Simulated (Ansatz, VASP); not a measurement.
# MgO in VASP and in Ansatz

Contents of INCAR:

```
PREC = Accurate
ENCUT = 520
EDIFF = 1E-6
ISMEAR = -1
SIGMA = 0.05
LREAL = F
LASPH = T
NELM = 80
ALGO = Normal
ISIF = 2
LWAVE = F
LCHARG = T
GGA = PS
LELF = T
LVHAR = T
NBANDS = 11
```

File KPOINTS:

```
regular mesh
0
Gamma
  10 10 10
```

POSCAR

```
MgO
1.0
    0.0000000000      2.3513903066      2.3513903066
    2.3513903066      0.0000000000      2.3513903066
    2.3513903066      2.3513903066      0.0000000000
Mg O
1 1
Direct
    0.5000000000      0.5000000000      0.5000000000
    0.7500000000      0.7500000000      0.7500000000
```

Contents of input.yaml:

```yaml
crystal:
  lattice:
    - [0.0, 2.3513903066, 2.3513903066]
    - [2.3513903066, 0.0, 2.3513903066]
    - [2.3513903066, 2.3513903066, 0.0]
  atoms:
    - { symbol: Mg, position: [0.5, 0.5, 0.5] }
    - { symbol: O, position: [0.75, 0.75, 0.75] }
hamiltonian:
  xc: pbesol
  pseudopotentials: { kind: paw }
kpoints:
  mp_grid: { grid: [10, 10, 10] }
scf:
  occupations: { method: fermi_dirac, width: 0.05 }
output:
  forces: true
  stress: true
  eigenvalues: true
```

Alike in both runs: task single point; functional PBEsol; k mesh 10 × 10 × 10; occupations fermi-dirac, width 0.05 eV; no spin polarisation.

```csv
,VASP,Ansatz
version,VASP 6.6.1,Ansatz 0.2.0
potentials or method,"VASP PAW PBE potentials, release 64 (Mg, O)",Ansatz PAW
plane-wave cutoff (eV),520,420
valence electrons in the cell,8,16
```

VASP gave:

- gap on the k mesh at the Fermi level (eV): 3.05
- least direct gap on the mesh (eV): 3.05
- pressure (GPa): -8.7

Problem. Which values does Ansatz return?

Solution. gap on the k mesh at the Fermi level (eV): 3.05; least direct gap on the mesh (eV): 3.05; pressure (GPa): -8.4.

VASP's potentials were made for PBE, not for PBEsol. VASP's potentials hold 8 valence electrons a cell and Ansatz's 16, so a difference there can come from the potentials and not from the codes.
